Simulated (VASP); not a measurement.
## CuI: phonons with r2SCAN

Crystal: CuI.

```
Cu I
1.0
     2.93765    2.93765    0.00000
    -2.93765    2.93765    0.00000
     0.00000    2.93765    2.93765
Cu I
1 1
Direct
  0.75000 0.25000 0.50000
  0.00000 0.00000 0.00000
```

```yaml
Program: VASP 6.6.1
Task: phonons
Functional: r2SCAN
Potentials_or_basis: VASP PAW PBE potentials, release 64 (Cu, I)
Cutoff: 520 eV
k_mesh: 6 × 6 × 6
Occupations: gaussian, width 0.01 eV
Spin: no spin polarisation
Dipole_correction: no
Further_INCAR_settings: ALGO = Normal; EDIFF = 1e-08; NBANDS = 16; IBRION = 6; POTIM = 0.015; NSW = 1
```

```json
{"Highest phonon frequency at Γ, LO-TO splitting left out": "158 cm⁻¹"}
```

Phonon frequencies in cm⁻¹ (negative: imaginary):
```csv
q point,frequencies
"(0.000, 0.000, 0.000)",0 0 0 158 158 158
```

It took 5.4 min on 1 thread of Intel(R) Xeon(R) Platinum 8375C CPU @ 2.90GHz (Ice Lake) (shared host), peak memory 0.23 GiB.

Caveat: the cell stands under pressure or tension, which shifts response properties.
